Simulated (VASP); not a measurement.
# La (P6_3/mmc) in VASP: further runs, part 2 of 2

VASP 6.6.1. Earlier steps stand in the parts before.

## 3. Relaxation of cell and atoms, PBEsol

This run uses another cell than the first one, of 36.97 Å³/atom.

The input, INCAR:

```
ALGO = Normal
EDIFF = 1E-7
EDIFFG = -0.005
ENCUT = 500
GGA = PS
GGA_COMPAT = False
IBRION = 2
ISIF = 3
ISMEAR = 1
LASPH = True
LCHARG = False
LMAXMIX = 6
LREAL = False
LWAVE = False
NELM = 200
NELMIN = 4
NSW = 60
PREC = Accurate
SIGMA = 0.1
```

The input, KPOINTS:

```
k-points
0
Gamma
  17 17 9
```

The input, POSCAR:

```
La
1.0
    3.7500000000      0.0000000000      0.0000000000
   -1.8750000000      3.2475952640      0.0000000000
    0.0000000000      0.0000000000      6.0712500000
La
2
Direct
    0.0000000000      0.0000000000      0.0000000000
    0.3333333333      0.6666666667      0.5000000000
```

Potentials or basis: VASP PAW PBE potentials, release 64 (La).

On the command line:

```bash
cat potpaw_PBE.64/La/POTCAR > POTCAR
mpirun -np 1 vasp_std > vasp.out
```

OUTCAR:

```text
EDIFF = 1E-7
   EDIFFG = -0.005
   ENCUT = 500
   GGA = PS
   IBRION = 2
   ISIF = 3
   ISMEAR = 1
   LASPH = True
   LREAL = False
   NELM = 200
   NELMIN = 4
   NSW = 60
   PREC = Accurate

 ion  position               nearest neighbor table
   1  0.000  0.000  0.000-
   2  0.333  0.667  0.500-

  LATTYP: Found a hexagonal cell.
 ALAT       =     3.7500000000
 C/A-ratio  =     1.6190000000

  Lattice vectors:

 A1 = (   3.7500000000,   0.0000000000,   0.0000000000)
 A2 = (  -1.8750000000,   3.2475952640,   0.0000000000)
 A3 = (   0.0000000000,   0.0000000000,   6.0712500000)

Analysis of symmetry for initial positions (statically):
=====================================================================
 Subroutine PRICEL returns:
 Original cell was already a primitive cell.

 Routine SETGRP: Setting up the symmetry group for a
 hexagonal supercell.

 Subroutine GETGRP returns: Found 24 space group operations
 (whereof 12 operations were pure point group operations)
 out of a pool of 24 trial point group operations.

The static configuration has the point symmetry D_3h.
 The point group associated with its full space group is D_6h.

Analysis of symmetry for dynamics (positions and initial velocities):
=====================================================================
 Subroutine PRICEL returns:
 Original cell was already a primitive cell.

 Routine SETGRP: Setting up the symmetry group for a
 hexagonal supercell.

 Subroutine GETGRP returns: Found 24 space group operations
 (whereof 12 operations were pure point group operations)
 out of a pool of 24 trial point group operations.

The dynamic configuration has the point symmetry D_3h.
 The point group associated with its full space group is D_6h.

 Subroutine INISYM returns: Found 24 space group operations
 (whereof 12 operations are pure point group operations),
 and found     1 'primitive' translations

----------------------------------------------------------------------------------------

                                     Primitive cell

  volume of cell :      73.9386

  direct lattice vectors                    reciprocal lattice vectors
     3.750000000  0.000000000  0.000000000     0.266666667  0.153960072  0.000000000
    -1.875000000  3.247595264  0.000000000     0.000000000  0.307920144  0.000000000
     0.000000000  0.000000000  6.071250000     0.000000000  0.000000000  0.164710727

  length of vectors
     3.750000000  3.750000000  6.071250000     0.307920144  0.307920144  0.164710727

  position of ions in fractional coordinates (direct lattice)
     0.000000000  0.000000000  0.000000000
     0.333333333  0.666666667  0.500000000

  ion indices of the primitive-cell ions
   primitive index   ion index
                 1           1
                 2           2

----------------------------------------------------------------------------------------

 KPOINTS: k-points

Automatic generation of k-mesh.
 Grid dimensions read from file:
 generate k-points for:   17   17    9

 Generating k-lattice:

[... 53 lines left out ...]
   ISTART =      0    job   : 0-new  1-cont  2-samecut
   ICHARG =      2    charge: 1-file 2-atom 10-const
   ISPIN  =      1    spin polarized calculation?
   LNONCOLLINEAR =      F non collinear calculations
   LSORBIT =      F    spin-orbit coupling
   LASPH  =      T    aspherical Exc in radial PAW
   ENCUT  =  500.0 eV  36.75 Ry    6.06 a.u.   6.84  6.84 11.07*2*pi/ulx,y,z
   NELM   =    200;   NELMIN=  4; NELMDL= -5     # of ELM steps
   EDIFF  = 0.1E-06   stopping-criterion for ELM
   LREAL  =      F    real-space projection
   EDIFFG = -.5E-02   stopping-criterion for IOM
   NSW    =     60    number of steps for IOM
   IBRION =      2    ionic relax: 0-MD 1-quasi-New 2-CG
   NFREE  =      1    steps in history (QN), initial steepest desc. (CG)
   ISIF   =      3    stress and relaxation
   ISYM   =      2    0-nonsym 1-usesym 2-fastsym
   POTIM  = 0.5000    time-step for ionic-motion
   TEBEG  =    0.0;   TEEND  =   0.0 temperature during run
   PSTRESS=    0.0 pullay stress
   NELECT =      22.0000    total number of electrons
   NUPDOWN=      -1.0000    fix difference up-down
   EMIN   =  10.00;   EMAX   =-10.00  energy-range for DOS
   EFERMI =   0.00;   METHOD = LEGACY
   ISMEAR =     1;   SIGMA  =   0.10  broadening in eV -4-tet -1-fermi 0-gaus
   EFERMI_NEDOS =   21; number of points for ismear=-14 and -15
   IALGO  =     38    algorithm
   IMIX   =      4    mixing-type and parameters
     AMIX     =   0.40;   BMIX     =  1.00
     AMIX_MAG =   1.60;   BMIX_MAG =  1.00
  volume/ion in A,a.u.               =      36.97       249.48
  Fermi-wavevector in a.u.,A,eV,Ry     =   1.092929  2.065336 16.252076  1.194494
  Thomas-Fermi vector in A             =   2.229204
   LORBIT       =      0    0 simple, 1 ext, 2 COOP (PROOUT), +10 PAW based schemes
   GGA     = PS    functional components
   LHFCALC =     F    Hartree Fock is set to
   AEXX    =    0.0000 exact exchange contribution
   IVDW    =     0    specifies the selected vdW correction
   LEPSILON=     F    determine dielectric tensor
   LRPA    =     F    only Hartree local field effects (RPA)
 conjugate gradient relaxation of ions
 non-spin polarized calculation
 Methfessel and Paxton  Order N= 1 SIGMA  =   0.10
  energy-cutoff  :      500.00
  volume of cell :       73.94
 maximum number of plane-waves:      1896
 NGX is ok and might be reduce to    28
   NGX = 13   NGY = 13   NGZ = 23

--------------------------------------- Ionic step        1  -------------------------------------------

 number of electron      22.0000000 magnetization

 Free energy of the ion-electron system (eV)
  ---------------------------------------------------
  ext. energy  EPLUGINS =         0.00000000
  ---------------------------------------------------
  free energy    TOTEN  =       -10.59206878 eV

  energy without entropy =      -10.59086033  energy(sigma->0) =      -10.59166596

------------------------ aborting loop because EDIFF is reached ----------------------------------------

  FORCE on cell =-STRESS in cart. coord.  units (eV):
  Direction    XX          YY          ZZ          XY          YZ          ZX
  --------------------------------------------------------------------------------------
  -------------------------------------------------------------------------------------
  Total       -0.7682759     -0.7682759     -0.7375292      0.0000000      0.0000000      0.0000000
  in kB      -16.6477872    -16.6477872    -15.9815355      0.0000000      0.0000000      0.0000000
  external PRESSURE =     -16.4257033 kB  Pullay stress =       0.0000000 kB
[... 239 lines left out ...]
--------------------------------------- Ionic step        8  -------------------------------------------

 number of electron      21.9999998 magnetization

 Free energy of the ion-electron system (eV)
  ---------------------------------------------------
  ext. energy  EPLUGINS =         0.00000000
  ---------------------------------------------------
  free energy    TOTEN  =       -10.61763887 eV

  energy without entropy =      -10.61635274  energy(sigma->0) =      -10.61721016

 E-fermi :   8.4178     XC(G=0):  -9.9826

 val. band max:        8.4168614842   @ k =   0.2941   0.2941   0.4444
 cond. band min:       8.4210856298   @ k =   0.4118   0.1176   0.2222
 fundamental gap:      0.0042241456
 Fermi energy:         8.4178368268

 k-point     1 :       0.0000    0.0000    0.0000
  band No.  band energies     occupation
      1     -24.3231      2.00000
      2     -24.0665      2.00000
      3      -8.7982      2.00000
      4      -7.3067      2.00000
      5      -7.3067      2.00000
      6      -7.0936      2.00000
      7      -7.0936      2.00000
      8      -7.0919      2.00000
      9       5.2470      2.00000
     10       6.5761      2.00000
     11       9.5022     -0.00000
     12       9.8235     -0.00000
     13       9.8235     -0.00000
     14      10.0791     -0.00000
[... 401 lines left out ...]
      2     -23.9941      2.00000
      3      -8.3742      2.00000
      4      -8.0939      2.00000
      5      -8.0930      2.00000
      6      -7.5870      2.00000
      7      -7.3682      2.00000
      8      -7.2855      2.00000
      9       7.2676      2.00000
     10       8.0106      2.00000
     11       8.0574      2.00000
     12       8.0604      2.00001
     13       9.1323     -0.00000
     14       9.4123     -0.00000
     15      10.2568     -0.00000

 [... further k-points ...]

------------------------ aborting loop because EDIFF is reached ----------------------------------------

  FORCE on cell =-STRESS in cart. coord.  units (eV):
  Direction    XX          YY          ZZ          XY          YZ          ZX
  --------------------------------------------------------------------------------------
  -------------------------------------------------------------------------------------
  Total        0.0089039      0.0089039      0.0083966      0.0000000      0.0000000     -0.0000000
  in kB        0.2064038      0.2064038      0.1946437      0.0000000      0.0000000     -0.0000000
  external PRESSURE =       0.2024838 kB  Pullay stress =       0.0000000 kB
[... 17 lines left out ...]
  FREE ENERGIE OF THE ION-ELECTRON SYSTEM (eV)
  ---------------------------------------------------
  free  energy   TOTEN  =       -10.6176388716 eV

  energy  without entropy=      -10.6163527350  energy(sigma->0) =      -10.61721016

 reached required accuracy - stopping structural energy minimisation
```

It took 25 min on 1 thread of Intel Xeon 8259CL, shared host; peak memory 0.34 GiB.

Results:

```
Free energy                           : -10.6176 eV
Relaxed volume                        : 34.56 Å³/atom
Relaxed cell                          : a = 3.650 Å, b = 3.650 Å, c = 5.989 Å, α = 90.00°, β = 90.00°, γ = 120.00°
Space group after relaxing (to 0.1 Å) : P6_3/mmc (No. 194)
Energy gained by relaxing             : 12.8 meV/atom
Ionic steps                           : 8
Pressure after relaxing               : 0.0 GPa
Band gap on the k mesh                : zero (bands 11 and 12 overlap by 1.48 eV)
```

The path:
| step | energy change (eV) | largest force (eV/Å) | pressure (GPa) | volume (Å³) |
| --- | --- | --- | --- | --- |
| 1 | 0.0000 | 0.0000 | -1.64 | 73.94 |
| 2 | -0.0243 | 0.0000 | -0.26 | 69.96 |
| 3 | -0.0250 | 0.0000 | -0.02 | 69.30 |
| 4 | -0.0250 | 0.0000 | 0.02 | 69.21 |
| 5 | -0.0253 | 0.0000 | 0.01 | 69.18 |
| 6 | -0.0255 | 0.0000 | 0.02 | 69.14 |
| 7 | -0.0253 | 0.0000 | 0.02 | 69.05 |
| 8 | -0.0256 | 0.0000 | 0.02 | 69.12 |

Final structure:
```xyz
2
Lattice="3.6503 0.0000 0.0000 -1.8252 3.1613 0.0000 0.0000 0.0000 5.9893" Properties=species:S:1:pos:R:3 pbc="T T T"
La   -1.8252    3.1613    0.0000
La    0.0000    2.1075    2.9947
```

Levels at points of the mesh, in eV from the Fermi level:
```tsv
k point	band 7	band 8	band 9	band 10	band 11	band 12	band 13	band 14	band 15
(0.00, 0.00, 0.00)	-15.51	-15.51	-3.17	-1.84	1.08	1.41	1.41	1.66	1.74
```

Caveat: the PAW data sets were made with another functional, which shifts forces and pressure a little; spin-orbit coupling is left out, which moves the levels of the heavy elements.
